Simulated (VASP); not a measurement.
A run of VASP 6.6.1:

The input POSCAR:

```
BN
1.0
    3.6096275109      0.0000000000      0.0000000000
    0.0000000000     -3.6096275109      0.0000000000
    0.0000000000      0.0000000000     -3.6096275109
B N
4 4
Direct
    0.0000000000      0.0000000000      0.0000000000
    0.5000000000      0.5000000000      0.0000000000
    0.5000000000      0.0000000000      0.5000000000
    0.0000000000      0.5000000000      0.5000000000
    0.7500000000      0.7500000000      0.7500000000
    0.2500000000      0.2500000000      0.7500000000
    0.2500000000      0.7500000000      0.2500000000
    0.7500000000      0.2500000000      0.2500000000
```

The input INCAR.step1:

```
ALGO = Normal
EDIFF = 1E-4
ENCUT = 520
GGA = PE
ISMEAR = 0
LASPH = True
LCHARG = False
LREAL = False
LWAVE = True
NBANDS = 26
NELM = 60
PREC = Accurate
SIGMA = 0.05
```

The input INCAR.step2:

```
ALGO = Normal
EDIFF = 1E-7
ENCUT = 520
ISIF = 2
ISMEAR = 0
ISTART = 1
LASPH = True
LCHARG = False
LMIXTAU = True
LREAL = False
LWAVE = False
METAGGA = R2SCAN
NBANDS = 26
NELM = 60
PREC = Accurate
SIGMA = 0.05
```

File KPOINTS:

```
k-points
0
Gamma
  6 6 6
```

Potentials or basis: VASP PAW PBE potentials, release 64 (B, N).

The run is started by

```sh
$ cat potpaw_PBE.64/B/POTCAR potpaw_PBE.64/N/POTCAR > POTCAR
$ cp INCAR.step1 INCAR
$ mpirun -np 1 vasp_std > vasp.out
$ cp INCAR.step2 INCAR
$ mpirun -np 1 vasp_std > vasp.out
```

Hardware: 1 thread of Intel(R) Xeon(R) 6975P-C (Granite Rapids), with other jobs on the host.

**Question.** Estimate the wall time of this run.

**Answer.** It took 54 s on 1 thread of Intel(R) Xeon(R) 6975P-C (Granite Rapids), on a shared host, peak memory 0.16 GiB. Counts: k points 20.
